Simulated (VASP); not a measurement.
Input of a VASP 6.6.1 run:

INCAR

```
SYSTEM = B24HN24
ALGO = Normal
EDIFF = 1E-6
ENCUT = 520
GGA = PE
GGA_COMPAT = .False.
ISIF = 2
ISMEAR = 0
ISPIN = 2
KPAR = 2
LASPH = .True.
LCHARG = .False.
LORBIT = 11
LREAL = Auto
LWAVE = .False.
MAGMOM = 0 0 0 0 0 0 0 0.5 0 0.5 0.5 0 0 0 0 0 0 0 0 0 0 0 0 0 0 0 0 0 0 0 0 0.5 0 0.5 0.5 0 0 0 0 0 0 0 0 0 0 0 0 0 0.5
NBANDS = 130
NCORE = 2
NELM = 200
PREC = Accurate
SIGMA = 0.05
```

Contents of KPOINTS:

```
k-points
0
Gamma
  2 2 2
  0 0 0
```

The input POSCAR:

```
B24HN24
1.0
   -3.8309090000      2.2117770000     -4.2268550000
    3.8309090000     -2.2117770000     -4.2268550000
   -3.8309090000     -6.6353300000      4.2268550000
B N H
24 24 1
Direct
    0.6654788631      0.3323843039     -0.0017057610
    0.1659931097      0.8331415677     -0.0009639132
    0.8327500177      0.0002305373      0.8324689550
    0.3330010127      0.5004761294      0.8329936074
   -0.0000796787      0.6668168063      0.6671637117
    0.4996919374      0.1668210618      0.6664310587
    0.1659814005      0.3341040454      0.4997543463
    0.6659321266      0.8327415766      0.4988217899
    0.3314644833      0.0006462138      0.3327205995
    0.8312405460      0.5010450003      0.3327322780
    0.4998233995      0.6666878193      0.1666392905
   -0.0010577231      0.1670856083      0.1656978403
    0.5820058777      0.9176526972     -0.0023692452
    0.0827782219      0.4168573347     -0.0006407129
    0.7491995159      0.5837524953      0.8328101008
    0.2491019604      0.0836596942      0.8326179492
    0.9171061909      0.2527283297      0.6678108113
    0.4161380633      0.7501930728      0.6660648161
    0.0852570017      0.9186578183      0.5006769928
    0.5822852587      0.4158360583      0.5003680358
    0.2497849214      0.5824158086      0.3327264536
    0.7497680393      0.0863185179      0.3327224391
    0.4146500224      0.2482259051      0.1650732261
    0.9172598052      0.7507187393      0.1647527231
    0.8532468296      0.5207883083     -0.0008010100
    0.3524113668      0.0197986110     -0.0014350035
    0.0202131811      0.1877623047      0.8329590254
    0.5199752617      0.6875163172      0.8324823358
    0.1867698364      0.8542908359      0.6662360852
    0.6865625422      0.3539376540      0.6668717396
    0.3532371070      0.5205066735      0.4996323943
    0.8554290132      0.0251163550      0.5015218932
    0.5194061207      0.1872549288      0.3327238843
    0.0228783739      0.6873497783      0.3327185409
    0.6866319983      0.8563341185      0.1639265438
    0.1863273675      0.3536087492      0.1658097721
    0.7699772626      0.1042586093     -0.0014420119
    0.2693062165      0.6039583867     -0.0010689633
    0.9367017850      0.7710426091      0.8331001879
    0.4363291110      0.2706809552      0.8323599147
    0.1041532833      0.4384230978      0.6668966647
    0.6031157578      0.9377384598      0.6665298764
    0.2703356911      0.1051026756      0.4998609066
    0.7701749460      0.6013001902      0.5026954321
    0.4312119088      0.7712400484      0.3327237580
    0.9370483466      0.2709101184      0.3327246672
    0.6002089842      0.4313575306      0.1627682671
    0.1031912807      0.9379866434      0.1655955395
    0.7384412009      0.7399634348      0.3326622127
```

Potentials or basis: VASP PAW PBE potentials, release 64 (B, N, H).

Run with:

```sh
$ cat potpaw_PBE.64/B/POTCAR potpaw_PBE.64/N/POTCAR potpaw_PBE.64/H/POTCAR > POTCAR
$ mpirun -np 4 vasp_std > vasp.out
```

(1) Estimate the pressure.

(2) Predict the net moment.

(3) Predict the largest force.

(4) What does it give for the band gap on the k mesh?

Answers

(1) 3.5 GPa.

(2) 1.00 μB per cell.

(3) 0.020 eV/Å.

(4) 0.83 eV.

Caveat: the k points lie up to 0.55 Å⁻¹ apart.
